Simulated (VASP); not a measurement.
BiO5:

```
Bi O
1.0
     4.20485    0.00000    0.00000
    -2.10243    3.64151    0.00000
     0.00000    0.00000    5.51402
Bi O
1 5
Direct
  0.00000 0.00000 0.50000
  0.50000 0.00000 0.50000
  0.00000 0.50000 0.50000
  0.50000 0.50000 0.50000
  0.33333 0.66667 0.00000
  0.66667 0.33333 0.00000
```

The cell was built from a structure type or drawn by symmetry, and may not be a known phase.

| Quantity | Value |
| --- | --- |
| Program | VASP 6.6.1 |
| Task | relaxation of cell and atoms |
| Functional | PBE |
| Potentials or basis | VASP PAW PBE potentials, release 64 (Bi_d, O) |
| Cutoff | 600 eV |
| k mesh | 5 × 5 × 3 |
| Occupations | gaussian, width 0.2 eV |
| Spin | no spin polarisation |

At the start: pressure 12.5 GPa; volume 14.07 Å³/atom.

Where does the relaxation end?

Over 7 steps the energy falls by 77.9 meV/atom and the volume is 17.23 Å³/atom (+22.4 %); space group P6/mmm (No. 191, to 0.1 Å) before and after.

Step by step:
```csv
step,energy change (eV),largest force (eV/Å),pressure (GPa),volume (Å³)
1,0.0000,0.0000,12.55,84.43
2,-0.3120,0.0000,-3.56,98.52
3,-0.4035,0.0000,0.72,93.39
4,-0.4035,0.0000,0.54,93.57
5,-0.4177,0.0000,0.42,94.55
6,-0.4494,0.0000,0.16,97.50
7,-0.4674,0.0000,-0.13,103.38
```

Final structure:
```cif
data_structure
_symmetry_space_group_name_H-M 'P 1'
_symmetry_Int_Tables_number 1
_cell_length_a 4.4027
_cell_length_b 4.4027
_cell_length_c 6.1586
_cell_angle_alpha 90.000
_cell_angle_beta 90.000
_cell_angle_gamma 120.000
_cell_volume 103.38
loop_
_atom_site_label
_atom_site_type_symbol
_atom_site_fract_x
_atom_site_fract_y
_atom_site_fract_z
_atom_site_occupancy
Bi1 Bi 0.00000 0.00000 0.50000 1
O1 O 0.50000 0.00000 0.50000 1
O2 O 0.00000 0.50000 0.50000 1
O3 O 0.50000 0.50000 0.50000 1
O4 O 0.33333 0.66667 0.00000 1
O5 O 0.66667 0.33333 0.00000 1
```

Caveat: the k points lie up to 0.34 Å⁻¹ apart in the final cell, too coarse for converged energies and pressures of a metal; the volume moved by over 15 % at a fixed basis, so the end points are rough; an odd number of electrons without spin polarisation forces a metal; a magnetic or distorted state may lie lower.
